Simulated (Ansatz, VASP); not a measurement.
**One calculation of CaB3, two programs**

```
Ca B
1.0
    -1.51626    2.89404    3.01108
     1.51626   -2.89404    3.01108
     1.51626    2.89404   -3.01108
Ca B
1 3
Direct
  0.00000 0.00000 0.00000
  0.63382 0.13382 0.50000
  0.36618 0.86618 0.50000
  0.50000 0.50000 0.00000
```

Alike in both runs: functional PBE; k mesh 18 × 18 × 18; occupations gaussian, width 0.1 eV; no spin polarisation.

Ansatz relaxed the structure, and its values are those at the end. VASP's run is a single point on that final structure, the one shown.

```csv
,VASP,Ansatz
version,VASP 6.6.1,Ansatz 0.2.0
potentials or method,"VASP PAW PBE potentials, release 64 (Ca_sv, B), cutoff 520 eV","scalar-relativistic, plane waves, PAW"
valence electrons in the cell,19,19
```

VASP gave:

```
gap on the k mesh at the Fermi level (eV) : none
pressure (GPa)                            : 0.1
rms of the force components (eV/Å)        : 0.004
```

**Question.** Estimate Ansatz's values.

**Answer.** gap on the k mesh at the Fermi level (eV): none; pressure (GPa): 0.0; rms of the force components (eV/Å): 0.002.

A gap of «none» marks a metal or a gap that the smearing closes. With one functional, cell and mesh, what is left measures potentials, basis and numerics.
